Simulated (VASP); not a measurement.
Set up this calculation in VASP 6.6.1, as the native input.

```yaml
Task: single point
Functional: PBE
Potentials_or_basis: VASP PAW PBE potentials, release 64 (Al, N)
Cutoff: 600 eV
k_mesh: 7 × 7 × 7
Occupations: gaussian, width 0.01 eV
Spin: no spin polarisation
Dipole_correction: no
Further_INCAR_settings: ALGO = Normal; EDIFF = 1e-06; NBANDS = 11
```

The structure of AlN lies in POSCAR:

```
AlN
1.0
    0.0000000000      2.1839940000      2.1839940000
    2.1839940000      0.0000000000      2.1839940000
    2.1839940000      2.1839940000      0.0000000000
Al N
1 1
Direct
    0.0000000000      0.0000000000      0.0000000000
    0.7500000000      0.7500000000      0.7500000000
```

These files were run (other wordings do the same):

INCAR

```
SYSTEM = AlN
PREC = Accurate
ENCUT = 600
EDIFF = 1E-6
ISMEAR = 0
SIGMA = 0.01
LREAL = .FALSE.
LASPH = .TRUE.
NELM = 120
ALGO = Normal
ISIF = 2
LWAVE = .FALSE.
LCHARG = .FALSE.
GGA = PE
NBANDS = 11
GGA_COMPAT = .FALSE.
```

KPOINTS

```
regular mesh
0
G
  7 7 7
  0 0 0
```

Potentials or basis: VASP PAW PBE potentials, release 64 (Al, N).

Run with:

```bash
$ cat potpaw_PBE.64/Al/POTCAR potpaw_PBE.64/N/POTCAR > POTCAR
$ mpirun -np 1 vasp_std > vasp.out
```

It gave:

The pressure is 4.5 GPa and the band gap on the k mesh is 3.62 eV, indirect (least direct gap 4.20 eV).

It took 9.1 s on 1 thread of Intel Xeon 8259CL, with other jobs on the host, peak memory 0.15 GiB.
